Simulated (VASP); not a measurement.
A run of VASP 6.6.1 is set up as follows.

Contents of INCAR:

```
ALGO = Normal
EDIFF = 1E-7
ENCUT = 520
ISIF = 2
ISMEAR = 0
LASPH = T
LCHARG = F
LREAL = F
LWAVE = F
NBANDS = 16
NELM = 100
PREC = Accurate
SIGMA = 0.05
```

File KPOINTS:

```
k-points
0
Gamma
  8 8 6
```

Contents of POSCAR:

```
AlN
1.0
    0.0000000000     -1.9888743075     -1.9888743075
    0.0000000000      1.9888743075     -1.9888743075
    3.9777486148      0.0000000000      0.0000000000
Al N
2 2
Direct
    0.5279229310      0.4720770690      0.0000000000
   -0.0279229310      0.0279229310      0.5000000000
    0.4885639493      0.5114360507      0.5000000000
    0.0114360507      0.9885639493      0.0000000000
```

Potentials or basis: VASP PAW LDA potentials, release 64 (Al, N).

The run is started by

```sh
$ cat potpaw_LDA.64/Al/POTCAR potpaw_LDA.64/N/POTCAR > POTCAR
$ mpirun -np 1 vasp_std > vasp.out
```

(1) What does it give for the band gap on the k mesh?

(2) Predict the pressure.

Answers

(1) 4.85 eV, indirect (least direct gap 4.95 eV).

(2) 9.2 GPa.

Caveat: forces of over 1 eV/Å act on the atoms, so gaps and moduli don't describe the material at rest.
